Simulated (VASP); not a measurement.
A run of VASP 6.6.1 is set up as follows.

File INCAR:

```
SYSTEM = BN
  PREC = Accurate
  ENCUT = 600
  EDIFF = 1E-6
  ISMEAR = -1
  SIGMA = 0.02
  LREAL = .False.
  LASPH = .True.
  NELM = 120
  ALGO = Normal
  ISIF = 2
  LWAVE = .False.
  LCHARG = .True.
  GGA = PS
  LELF = .True.
  LVHAR = .True.
  NBANDS = 11
  GGA_COMPAT = .False.
```

File KPOINTS:

```
Automatic mesh
0
Gamma
  10 10 10
  0 0 0
```

The input POSCAR:

```
BN
1.0
    0.0000000000      1.8075000000      1.7713500000
    1.8075000000      0.0000000000      1.7713500000
    1.8075000000      1.8075000000      0.0000000000
B N
1 1
Direct
    0.0000000000      0.0000000000      0.0000000000
    0.2500000000      0.2500000000      0.2500000000
```

Potentials or basis: VASP PAW PBE potentials, release 64 (B, N).

Launch:

```bash
$ cat potpaw_PBE.64/B/POTCAR potpaw_PBE.64/N/POTCAR > POTCAR
$ mpirun -np 1 vasp_std > vasp.out
```

Task: Estimate the band gap on the k mesh.

Result: 3.93 eV, indirect (least direct gap 8.64 eV).

Task: What does it give for the pressure?

Result: 5.3 GPa.

Stress tensor (GPa, compression positive):
```
 1.25  0.00  0.00
 0.00  1.25  0.00
 0.00  0.00 13.35
```

Caveat: the PAW data sets were made with another functional, which shifts forces and pressure a little. A k mesh can miss the band edges.
